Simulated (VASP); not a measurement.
**C: single point with LDA**

C:

```xyz
2
Lattice="1.2280 0.7090 3.3470 -1.2280 0.7090 3.3470 0.0000 -1.4180 3.3470" Properties=species:S:1:pos:R:3 pbc="T T T"
C    -0.2121   -0.2121    1.7967
C     0.0000    0.0000    8.3943
```

This cell differs from its parent crystal: atom 1 (C) moved by (-0.300, +0.150) A along [1 1 0] and z.

```yaml
Program: VASP 6.6.1
Task: single point
Functional: LDA
Potentials_or_basis: VASP PAW LDA potentials, release 64 (C)
Cutoff: 520 eV
k_mesh: 12 × 12 × 12
Occupations: gaussian, width 0.05 eV
Spin: no spin polarisation
Dipole_correction: no
Further_INCAR_settings: ALGO = Normal; EDIFF = 1e-06; NBANDS = 11
```

```
Pressure               : 26.4 GPa
Largest force          : 11.004 eV/Å
Band gap on the k mesh : zero (bands 4 and 5 overlap by 3.16 eV)
```

Forces on the atoms (eV/Å):
```
C     3.824  10.285  -0.819
C    -3.824 -10.285   0.819
```

Stress tensor (GPa, compression positive):
```
 10.09 -17.23   3.44
-17.23  70.61   8.66
  3.44   8.66  -1.45
```

Levels at points of the mesh, in eV from the Fermi level:
```tsv
k point	band 1	band 2	band 3	band 4	band 5	band 6	band 7	band 8	band 9
(0.00, 0.00, 0.00)	-19.83	-7.15	-7.02	1.78	2.78	3.66	11.86	12.24	14.80
(0.50, 0.00, 0.00)	-15.13	-11.80	-8.76	-3.99	5.33	6.84	10.20	12.57	15.33
(0.00, 0.50, 0.00)	-14.92	-13.86	-4.75	-2.27	1.37	4.18	10.92	12.02	18.24
(0.00, 0.00, 0.50)	-15.04	-13.95	-4.87	-0.97	-0.38	5.97	11.20	11.51	18.95
(0.50, 0.50, 0.00)	-14.96	-13.84	-4.93	-1.52	-1.26	5.70	13.18	13.64	19.43
(0.50, 0.00, 0.50)	-14.83	-13.78	-4.79	-2.79	0.26	3.96	13.77	13.79	18.81
(0.00, 0.50, 0.50)	-15.01	-11.69	-8.80	-4.54	3.60	6.44	12.75	14.50	16.50
(0.50, 0.50, 0.50)	-19.51	-9.03	-7.15	1.90	2.74	9.62	11.41	12.16	14.60
```

Wall time 100 s on 1 thread of Intel(R) Xeon(R) 6975P-C (Granite Rapids), with other jobs on the host, peak memory 0.23 GiB.

Caveat: the cell differs from its parent crystal (atom 1 (C) moved by (-0.300, +0.150) A along [1 1 0] and z); the stress differs along the axes, from -1 to 71 GPa; forces of over 1 eV/Å act on the atoms, so gaps and moduli don't describe the material at rest.
